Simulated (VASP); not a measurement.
A run of VASP 6.6.1 is set up as follows.

INCAR

```
PREC = Accurate ; ENCUT = 520
EDIFF = 1E-6 ; ISMEAR = -1
SIGMA = 0.03 ; LREAL = F
LASPH = T ; NELM = 80
ALGO = Normal ; ISIF = 2
LWAVE = F ; LCHARG = F
GGA = PE ; NBANDS = 19
```

Contents of KPOINTS:

```
Automatic mesh
0
Gamma
  16 16 8
```

POSCAR

```
Zn
1.0
    2.6998652069      0.0000000000      0.0000000000
   -1.3499326034      2.3381518559      0.0000000000
    0.0000000000      0.0000000000      5.0117956229
Zn
2
Direct
    0.3333333333      0.6666666667      0.2500000000
    0.6666666667      0.3333333333      0.7500000000
```

Potentials or basis: VASP PAW PBE potentials, release 64 (Zn).

Launch:

```sh
$ cat potpaw_PBE.64/Zn/POTCAR > POTCAR
$ mpirun -np 1 vasp_std > vasp.out
```

Question: What does it give for the pressure?

Answer: -2.7 GPa.

Question: Predict the band gap on the k mesh.

Answer: Zero (bands 12 and 13 overlap by 4.29 eV).

Stress tensor (GPa, compression positive):
```
-2.88  0.00  0.00
 0.00 -2.88  0.00
 0.00  0.00 -2.43
```
